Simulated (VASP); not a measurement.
# H3C2N in VASP: further runs

Runs on H3C2N. Level: PBE+D3(BJ). Tasks: single point.

Everything below comes from runs of VASP 6.6.1. Logs are shortened: lines on timing, memory, paths and dates and some standing lists are left out, and cuts for length are marked.

## Step 1: The cell of the first run

The cell holds a disordered packing, 36 atoms: a = 8.312 Å, b = 8.312 Å, c = 8.312 Å, α = 90.00°, β = 90.00°, γ = 90.00°.

## Step 2: Single point, PBE+D3(BJ)

INCAR

```
SYSTEM = H3C2N
ALGO = Normal
EDIFF = 1E-7
ENCUT = 520
GGA = PE
ISIF = 2
ISMEAR = -1
IVDW = 12
LASPH = .TRUE.
LCHARG = .FALSE.
LREAL = Auto
LWAVE = .FALSE.
NBANDS = 72
NELM = 80
PREC = Accurate
SIGMA = 0.02
```

KPOINTS

```
k-points
0
G
  1 1 1
  0 0 0
```

POSCAR

```
H3C2N
1.0
    8.3116590000      0.0000000000      0.0000000000
    0.0000000000      8.3116590000      0.0000000000
    0.0000000000      0.0000000000      8.3116590000
C N H
12 6 18
Direct
    0.5166958847      0.3633811252      0.1367236072
    0.5579511864      0.5006220780      0.2279929915
    0.0937357993      0.5453784858      0.2930822836
   -0.0043072027      0.4136598963      0.2432125765
    0.9526377345      0.1886747279      0.6502191680
    0.8554008291      0.3253742725      0.6956854221
    0.7788938406      0.9312220340      0.1696893484
    0.6539969939      0.9170972967      0.0485101711
    0.4192544473      0.6556813748      0.6799003665
    0.2713176756      0.7442196558      0.6499544796
    0.4952320590      0.0698055587      0.6515185476
    0.4045281453      0.1618088519      0.5327215662
    0.5883422311      0.6118995017      0.3052338889
   -0.0858673341      0.3095892168      0.1994547659
    0.7727819440      0.4246204037      0.7535198448
    0.5677566897      0.9064014777     -0.0635613179
    0.1574775866      0.8229043083      0.6383563137
    0.3487510736      0.2331664473      0.4262205656
    0.5237702846      0.3950715495      0.0072428380
    0.5975341385      0.2615001409      0.1691840341
    0.3865894883      0.3311131989      0.1456869200
    0.1808303252      0.5189818302      0.3873715223
    0.1571407104      0.5915305236      0.1837418980
    0.0260116542      0.6429522674      0.3433610546
    0.9052224111      0.0634891301      0.6680495434
    0.9667384093      0.1971688203      0.5218813717
    1.0759344193      0.1723362328      0.6864092957
    0.7770410215      0.8334076266      0.2562544974
    0.8961869105      0.9309573456      0.1014358265
    0.7790261848      1.0492851066      0.2343214513
    0.4784243434      0.7007866901      0.7919598241
    0.3862526121      0.5278248302      0.6930265065
    0.5071069446      0.6721883080      0.5777065686
    0.6137643520      0.1306117106      0.6661485992
    0.4344138757      0.0817285695      0.7743339807
    0.5149272847     -0.0574012962      0.6154848268
```

Potentials or basis: VASP PAW PBE potentials, release 64 (C, N, H).

Command:

```sh
> cat potpaw_PBE.64/C/POTCAR potpaw_PBE.64/N/POTCAR potpaw_PBE.64/H/POTCAR > POTCAR
> mpirun -np 1 vasp_gam > vasp.out
```

OUTCAR:

```text
SYSTEM = H3C2N
   EDIFF = 1E-7
   ENCUT = 520
   GGA = PE
   ISIF = 2
   ISMEAR = -1
   IVDW = 12
   LASPH = .TRUE.
   LREAL = Auto
   NELM = 80
   PREC = Accurate
 IVDW          = 12

 ion  position               nearest neighbor table
   1  0.517  0.363  0.137-  19 1.11  20 1.11  21 1.12   2 1.41
   2  0.558  0.501  0.228-  13 1.15   1 1.41
   3  0.094  0.545  0.293-  24 1.07  22 1.09  23 1.12   4 1.43
   4  0.996  0.414  0.243-  14 1.16   3 1.43
   5  0.953  0.189  0.650-  26 1.08  27 1.08  25 1.12   6 1.44
   6  0.855  0.325  0.696-  15 1.18   5 1.44
   7  0.779  0.931  0.170-  28 1.09  30 1.12  29 1.13   8 1.45
   8  0.654  0.917  0.049-  16 1.18   7 1.45
   9  0.419  0.656  0.680-  32 1.10  31 1.12  33 1.13  10 1.45
  10  0.271  0.744  0.650-  17 1.15   9 1.45
  11  0.495  0.070  0.652-  36 1.11  34 1.11  35 1.14  12 1.46
  12  0.405  0.162  0.533-  18 1.16  11 1.46
  13  0.588  0.612  0.305-   2 1.15
  14  0.914  0.310  0.199-   4 1.16
  15  0.773  0.425  0.754-   6 1.18
  16  0.568  0.906  0.936-   8 1.18
  17  0.157  0.823  0.638-  10 1.15
  18  0.349  0.233  0.426-  12 1.16
[... 16 lines left out ...]
  35  0.434  0.082  0.774-  11 1.14
  36  0.515  0.943  0.615-  11 1.11

  LATTYP: Found a simple cubic cell.
 ALAT       =     8.3116590000

  Lattice vectors:

 A1 = (   8.3116590000,   0.0000000000,   0.0000000000)
 A2 = (   0.0000000000,   8.3116590000,   0.0000000000)
 A3 = (   0.0000000000,   0.0000000000,   8.3116590000)

Analysis of symmetry for initial positions (statically):
=====================================================================
 Subroutine PRICEL returns:
 Original cell was already a primitive cell.

 Routine SETGRP: Setting up the symmetry group for a
 simple cubic supercell.

 Subroutine GETGRP returns: Found  1 space group operations
 (whereof  1 operations were pure point group operations)
 out of a pool of 48 trial point group operations.

The static configuration has the point symmetry C_1 .

Analysis of symmetry for dynamics (positions and initial velocities):
=====================================================================
 Subroutine PRICEL returns:
 Original cell was already a primitive cell.

 Routine SETGRP: Setting up the symmetry group for a
 simple cubic supercell.

 Subroutine GETGRP returns: Found  1 space group operations
 (whereof  1 operations were pure point group operations)
 out of a pool of 48 trial point group operations.

The dynamic configuration has the point symmetry C_1 .

 Subroutine INISYM returns: Found  1 space group operations
 (whereof  1 operations are pure point group operations),
 and found     1 'primitive' translations

----------------------------------------------------------------------------------------

                                     Primitive cell

  volume of cell :     574.2000

  direct lattice vectors                    reciprocal lattice vectors
     8.311659000  0.000000000  0.000000000     0.120312924  0.000000000  0.000000000
     0.000000000  8.311659000  0.000000000     0.000000000  0.120312924  0.000000000
     0.000000000  0.000000000  8.311659000     0.000000000  0.000000000  0.120312924

  length of vectors
     8.311659000  8.311659000  8.311659000     0.120312924  0.120312924  0.120312924

  position of ions in fractional coordinates (direct lattice)
     0.516695885  0.363381125  0.136723607
     0.557951186  0.500622078  0.227992992
     0.093735799  0.545378486  0.293082284
     0.995692797  0.413659896  0.243212576
     0.952637735  0.188674728  0.650219168
     0.855400829  0.325374272  0.695685422
[... 28 lines left out ...]
     0.434413876  0.081728570  0.774333981
     0.514927285  0.942598704  0.615484827

  ion indices of the primitive-cell ions
   primitive index   ion index
                 1           1
                 2           2
                 3           3
                 4           4
                 5           5
                 6           6
[... 28 lines left out ...]
                35          35
                36          36

[... 47 lines left out ...]
   TEBEG  =    0.0;   TEEND  =   0.0 temperature during run
   PSTRESS=    0.0 pullay stress
   NELECT =      96.0000    total number of electrons
   NUPDOWN=      -1.0000    fix difference up-down
   EMIN   =  10.00;   EMAX   =-10.00  energy-range for DOS
   EFERMI =   0.00;   METHOD = LEGACY
   ISMEAR =    -1;   SIGMA  =   0.02  broadening in eV -4-tet -1-fermi 0-gaus
   EFERMI_NEDOS =   21; number of points for ismear=-14 and -15
   IALGO  =     38    algorithm
   IMIX   =      4    mixing-type and parameters
     AMIX     =   0.40;   BMIX     =  1.00
     AMIX_MAG =   1.60;   BMIX_MAG =  1.00
  volume/ion in A,a.u.               =      15.95       107.64
  Fermi-wavevector in a.u.,A,eV,Ry     =   0.901871  1.704288 11.066577  0.813370
  Thomas-Fermi vector in A             =   2.025004
   LORBIT       =      0    0 simple, 1 ext, 2 COOP (PROOUT), +10 PAW based schemes
   GGA     = PE    functional components
   LHFCALC =     F    Hartree Fock is set to
   AEXX    =    0.0000 exact exchange contribution
   IVDW    =    12    specifies the selected vdW correction
   LEPSILON=     F    determine dielectric tensor
   LRPA    =     F    only Hartree local field effects (RPA)
 non-spin polarized calculation
  energy-cutoff  :      520.00
  volume of cell :      574.20
 maximum number of plane-waves:      7758
 NGX is ok and might be reduce to    64
   NGX = 31   NGY = 31   NGZ = 31

 number of electron      95.9999999 magnetization

 Free energy of the ion-electron system (eV)
  ---------------------------------------------------
  ext. energy  EPLUGINS =         0.00000000
  ---------------------------------------------------
  free energy    TOTEN  =      -220.45044414 eV

  energy without entropy =     -220.45044414  energy(sigma->0) =     -220.45044414

 E-fermi :  -4.4289     XC(G=0):  -5.8455

 val. band max:       -4.9695742383   @ k =   0.0000   0.0000   0.0000
 cond. band min:       1.2096673609   @ k =   0.0000   0.0000   0.0000
 fundamental gap:      6.1792415992
 Fermi energy:        -4.4288516601

 k-point     1 :       0.0000    0.0000    0.0000
  band No.  band energies     occupation
      1     -20.0163      2.00000
      2     -19.9308      2.00000
      3     -19.8585      2.00000
      4     -19.8570      2.00000
      5     -19.7880      2.00000
      6     -19.7416      2.00000
[... 52 lines left out ...]
     59       2.5731      0.00000
     60       2.8680      0.00000
 [bands above 60 left out]

------------------------ aborting loop because EDIFF is reached ----------------------------------------

 Edisp (eV)   -1.46290

 E8    (eV) :    -0.3482

  FORCE on cell =-STRESS in cart. coord.  units (eV):
  Direction    XX          YY          ZZ          XY          YZ          ZX
  --------------------------------------------------------------------------------------
  -------------------------------------------------------------------------------------
  Total      -1.74148     0.75506    -1.61606     1.12735    -0.07731     1.05792
  in kB      -4.85920     2.10682    -4.50926     3.14561    -0.21572     2.95189
  external pressure =       -2.42 kB  Pullay stress =        0.00 kB

 VOLUME and BASIS-vectors are now :
 -----------------------------------------------------------------------------
  energy-cutoff  :      520.00
  volume of cell :      574.20
      direct lattice vectors                 reciprocal lattice vectors
     8.311659000  0.000000000  0.000000000     0.120312924  0.000000000  0.000000000
     0.000000000  8.311659000  0.000000000     0.000000000  0.120312924  0.000000000
     0.000000000  0.000000000  8.311659000     0.000000000  0.000000000  0.120312924

 POSITION                                       TOTAL-FORCE (eV/Angst)
 -----------------------------------------------------------------------------------
      4.29460      3.02030      1.13640        -0.764502     -0.935597     -1.436317
      4.63750      4.16100      1.89500        -0.358390     -0.242277      0.074233
      0.77910      4.53300      2.43600         0.985765      0.577231     -0.770040
      8.27586      3.43820      2.02150         0.047176      0.129721      0.398109
      7.91800      1.56820      5.40440        -0.377943     -1.165741     -1.056010
      7.10980      2.70440      5.78230        -0.309314      0.031808      1.805543
[... 28 lines left out ...]
      3.61070      0.67930      6.43600         0.563979     -0.506520     -1.290917
      4.27990      7.83456      5.11570        -0.278879      0.631863      0.231139
 -----------------------------------------------------------------------------------
    total drift:                               -0.005032     -0.015120      0.003978

  FREE ENERGIE OF THE ION-ELECTRON SYSTEM (eV)
  ---------------------------------------------------
  free  energy   TOTEN  =      -221.9133425822 eV

  energy  without entropy=     -221.9133425822  energy(sigma->0) =     -221.91334258
```

Wall time 57 s (1 thread of Intel Xeon Platinum 8488C (Sapphire Rapids), shared host); peak memory 0.54 GiB.

What came out:

| Quantity | Value |
| --- | --- |
| Free energy | -221.9133 eV |
| Pressure | -0.2 GPa |
| Largest force | 1.877 eV/Å |
| Band gap on the k mesh | 6.18 eV |
| Dispersion energy per atom | -0.041 eV |

Forces in eV/Å, atoms in the order of the input:
```
C   -0.765 -0.936 -1.436
C   -0.358 -0.242  0.074
C    0.986  0.577 -0.770
C    0.047  0.130  0.398
C   -0.378 -1.166 -1.056
C   -0.309  0.032  1.806
C    0.935  0.880 -0.443
C   -0.510 -0.039 -1.005
C    0.355  0.010 -0.269
C    1.477 -0.506  0.523
C   -0.342  0.897  0.878
C    0.824 -0.733  0.077
N    0.390  1.137  0.767
N   -0.454 -0.679 -0.210
N    0.522 -0.536 -0.797
N    0.804 -0.066  1.670
N   -1.311  0.731 -0.341
N   -0.624  0.348 -0.008
H    0.676 -0.209  0.137
H   -0.493  0.373 -0.371
H    0.660 -0.005  0.629
H    0.299 -0.573 -0.073
H   -0.067 -0.086  0.572
H   -0.809  0.641  0.135
H   -0.460  0.890  0.250
H    0.038 -0.061 -1.088
H    0.608  0.786  0.890
H   -0.183 -0.337  0.118
H   -0.583 -0.114  0.482
H   -0.241 -0.502 -0.394
H   -0.376 -0.171 -0.441
H    0.371  0.047 -0.107
H   -0.634 -0.359  0.536
H   -0.379 -0.284 -0.071
H    0.564 -0.507 -1.291
H   -0.279  0.632  0.231
```

Levels at points of the mesh, in eV from the valence-band top:
| k point | band 44 | band 45 | band 46 | band 47 | band 48 | band 49 | band 50 | band 51 | band 52 | band 53 |
| --- | --- | --- | --- | --- | --- | --- | --- | --- | --- | --- |
| (0.00, 0.00, 0.00) | -0.22 | -0.15 | -0.09 | -0.07 | 0.00 | 6.18 | 6.79 | 6.84 | 6.94 | 6.98 |

Caveat: the k points lie up to 0.76 Å⁻¹ apart.

[end of part 1 of 2]
